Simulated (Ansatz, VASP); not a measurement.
**CdF2 in VASP and in Ansatz**

POSCAR

```
CdF2
1.0
    0.0000000000      2.7826412703      2.7826412703
    2.7826412703      0.0000000000      2.7826412703
    2.7826412703      2.7826412703      0.0000000000
Cd F
1 2
Direct
    0.0000000000      0.0000000000      0.0000000000
    0.2500000000      0.2500000000      0.2500000000
    0.7500000000      0.7500000000      0.7500000000
```

Contents of INCAR.step1:

```
PREC     = Accurate       # precision mode
ENCUT    = 520            # plane-wave cutoff, eV
ISMEAR   = 0              # smearing method
SIGMA    = 0.01           # smearing width, eV
LREAL    = False          # projectors in reciprocal space
LASPH    = True           # aspherical terms in the spheres
NELM     = 80             # most SCF steps
NBANDS   = 20             # bands
GGA      = PE             # functional
ALGO     = Normal         # electronic algorithm
EDIFF    = 1E-4           # SCF threshold, eV
LWAVE    = True           # write WAVECAR
LCHARG   = False          # write CHGCAR
```

INCAR.step2

```
PREC     = Accurate       # precision mode
ENCUT    = 520            # plane-wave cutoff, eV
EDIFF    = 1E-6           # SCF threshold, eV
ISMEAR   = 0              # smearing method
SIGMA    = 0.01           # smearing width, eV
LREAL    = False          # projectors in reciprocal space
LASPH    = True           # aspherical terms in the spheres
NELM     = 80             # most SCF steps
ALGO     = Normal         # electronic algorithm
ISIF     = 2              # what is computed and relaxed
LWAVE    = False          # write WAVECAR
LCHARG   = True           # write CHGCAR
METAGGA  = R2SCAN         # meta-GGA
LMIXTAU  = True         
LELF     = True           # ELF
LVHAR    = True         
NBANDS   = 20             # bands
ISTART   = 1
```

The input KPOINTS:

```
regular mesh
0
Gamma
  8 8 8
```

Input for Ansatz:

```yaml
crystal:
  lattice:
    - [0.0, 2.7826412703, 2.7826412703]
    - [2.7826412703, 0.0, 2.7826412703]
    - [2.7826412703, 2.7826412703, 0.0]
  atoms:
    - { symbol: Cd, position: [0.0, 0.0, 0.0] }
    - { symbol: F, position: [0.25, 0.25, 0.25] }
    - { symbol: F, position: [0.75, 0.75, 0.75] }
kpoints:
  mp_grid: { grid: [8, 8, 8] }
  band_path:
    path:
      - [0.0, 0.0, 0.0]
      - [0.5, 0.0, 0.5]
      - [0.625, 0.25, 0.625]
      - [0.375, 0.375, 0.75]
      - [0.5, 0.5, 0.5]
      - [0.5, 0.25, 0.75]
      - [0.25, -0.5, -0.25]
    npoints: 1
hamiltonian:
  xc: r2scan
scf:
  occupations: { method: fixed }
  n_extra_bands: 4
output:
  forces: true
  stress: true
  eigenvalues: true
  write_density: true
  write_potential: true
  elf: true
  volumetric_format: npy
```

Change from the starting cell: hydrostatic strain +3.7%.

Alike in both runs: task single point; functional r2SCAN; k mesh 8 × 8 × 8; no spin polarisation.

```csv
,VASP,Ansatz
version,VASP 6.6.1,Ansatz 0.2.0
potentials or method,"VASP PAW PBE potentials, release 64 (Cd, F)","plane waves, PAW"
plane-wave cutoff (eV),520,500
occupations,"gaussian, width 0.01 eV",fixed
valence electrons in the cell,26,34
```

|  | VASP | Ansatz | Ansatz less VASP |
| --- | --- | --- | --- |
| gap on the k mesh at the Fermi level (eV) | 3.40 | 3.44 | +0.038 |
| pressure (GPa) | -8.1 | -8.7 | -0.53 |

VASP's potentials were made for PBE, not for r2SCAN. VASP's potentials hold 26 valence electrons a cell and Ansatz's 34, so a difference there can come from the potentials and not from the codes.
